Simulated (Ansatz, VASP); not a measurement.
**ZrPdSe3: VASP beside Ansatz**

```
Zr Pd Se
1.0
     4.42407    0.00000    0.00000
     0.00000    4.42407    0.00000
     0.00000    0.00000    5.60456
Zr Pd Se
1 1 3
Direct
  0.00000 0.00000 0.00000
  0.50000 0.50000 0.66500
  0.00000 0.50000 0.50000
  0.50000 0.00000 0.50000
  0.50000 0.50000 0.10760
```

Change from the starting cell: species swapped into the PrBPt3 type (P4mm, No. 99).

Alike in both runs: task relaxation of cell and atoms; functional PBE; k mesh 4 × 4 × 4; occupations gaussian, width 0.1 eV; no spin polarisation.

|  | VASP | Ansatz |
| --- | --- | --- |
| version | VASP 6.6.1 | Ansatz 0.2.0 |
| potentials or method | VASP PAW PBE potentials, release 64 (Zr_sv, Pd, Se), cutoff 600 eV | scalar-relativistic, plane waves, PAW |
| valence electrons in the cell | 40 | 78 |

|  | VASP | Ansatz | Ansatz less VASP |
| --- | --- | --- | --- |
| gap on the k mesh at the Fermi level, each at its own relaxed structure (eV) | none | none | - |
| relaxed volume (Å³/atom) | 23.56 | 23.49 | -0.062 |
| relaxed cell length with the largest relative difference (Å) | 6.926 | 6.952 | +0.0261 |

A gap of «none» marks a metal or a gap that the smearing closes. VASP's potentials hold 40 valence electrons a cell and Ansatz's 78, so a difference there can come from the potentials and not from the codes.
